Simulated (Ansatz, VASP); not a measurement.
GaN: VASP beside Ansatz

The input INCAR:

```
PREC = Accurate
ENCUT = 520
EDIFF = 1E-6
ISMEAR = 0
SIGMA = 0.02
LREAL = F
LASPH = T
NELM = 80
ALGO = Normal
ISIF = 2
LWAVE = F
LCHARG = F
GGA = PE
NBANDS = 16
```

File KPOINTS:

```
regular mesh
0
Gamma
  8 8 8
```

Contents of POSCAR:

```
GaN
1.0
    0.0150233400      2.2610126700      2.2610126700
    2.2610126700      0.0150233400      2.2610126700
    2.2610126700      2.2610126700      0.0150233400
Ga N
1 1
Direct
    0.0000000000      0.0000000000      0.0000000000
    0.7500000000      0.7500000000      0.7500000000
```

Input for Ansatz:

```yaml
crystal:
  lattice:
    - [0.015023340000000003, 2.26101267, 2.26101267]
    - [2.26101267, 0.015023340000000003, 2.26101267]
    - [2.26101267, 2.26101267, 0.015023340000000003]
  atoms:
    - { symbol: Ga, position: [0.0, 0.0, 0.0] }
    - { symbol: "N", position: [0.75, 0.75, 0.75] }
basis:
  ecutwfc: 510.0
kpoints:
  mp_grid:
    grid: [8, 8, 8]
hamiltonian:
  xc: pbe
scf:
  occupations:
    method: gaussian
    width: 0.02
output:
  stress: true
```

Alike in both runs: task single point; functional PBE; k mesh 8 × 8 × 8; occupations gaussian, width 0.02 eV; no spin polarisation.

|  | VASP | Ansatz |
| --- | --- | --- |
| version | VASP 6.6.1 | Ansatz 0.2.0 |
| potentials or method | VASP PAW PBE potentials, release 64 (Ga_d, N), cutoff 520 eV | plane waves, PAW |
| valence electrons in the cell | 18 | 18 |

|  | VASP | Ansatz | Ansatz less VASP |
| --- | --- | --- | --- |
| pressure (GPa) | 5.1 | 5.0 | -0.08 |
| traceless stress, the component that is largest in VASP (GPa) | -1.26 | -1.27 | -0.005 |
